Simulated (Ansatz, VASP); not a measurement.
# Sc: VASP beside Ansatz

File INCAR:

```
  ALGO = Normal
  EDIFF = 1E-6
  ENCUT = 520
  GGA = RE
  ISIF = 2
  ISMEAR = -1
  LASPH = T
  LCHARG = T
  LELF = T
  LREAL = F
  LVHAR = T
  LWAVE = F
  NBANDS = 30
  NELM = 100
  PREC = Accurate
  SIGMA = 0.1
```

The input KPOINTS:

```
k-points
0
Gamma
  12 12 4
```

The input POSCAR:

```
Sc
1.0
    3.4136017235      0.0000000000      0.0000000000
   -1.7068008617      2.9562658109      0.0000000000
    0.0000000000      0.0000000000     10.9051425556
Sc
4
Direct
    0.0000000000      0.0000000000      1.0000000000
    0.0000000000      0.0000000000      0.5000000000
    0.3333333333      0.6666666667      0.2500000000
    0.6666666667      0.3333333333      0.7500000000
```

Input for Ansatz:

```yaml
crystal:
  lattice:
    - [3.4136017235, 0.0, 0.0]
    - [-1.7068008617, 2.9562658109, 0.0]
    - [0.0, 0.0, 10.9051425556]
  atoms:
    - { symbol: Sc, position: [0.0, 0.0, 1.0] }
    - { symbol: Sc, position: [0.0, 0.0, 0.5] }
    - { symbol: Sc, position: [0.3333333333, 0.6666666667, 0.25] }
    - { symbol: Sc, position: [0.6666666667, 0.3333333333, 0.75] }
hamiltonian:
  xc: revpbe
  pseudopotentials:
    kind: paw
    azcp:
      Sc: "pseudopotentials/Sc.paw.azcp"
basis:
  ecutwfc: 420
  fft_grid_basis: typed
kpoints:
  mp_grid: { grid: [12, 12, 4], shift: [0, 0, 0] }
magnetization:
  spin_polarized: false
scf:
  occupations: { method: fermi_dirac, width: 0.1 }
  lower_state_search: "off"
output:
  stress: true
  write_density: true
  write_potential: true
  elf: true
  volumetric_format: npy
```

Alike in both runs: task single point; functional revPBE; k mesh 12 × 12 × 4; occupations fermi-dirac, width 0.1 eV; no spin polarisation.

|  | VASP | Ansatz |
| --- | --- | --- |
| version | VASP 6.6.1 | Ansatz 0.2.0 |
| potentials or method | VASP PAW PBE potentials, release 64 (Sc_sv), cutoff 520 eV | plane waves (420 eV) with PAW, scalar-relativistic |
| valence electrons in the cell | 44 | 44 |

```tsv
	VASP	Ansatz	Ansatz less VASP
pressure (GPa)	-3.4	-3.4	-0.01
```

VASP's potentials were made for PBE, not for revPBE.
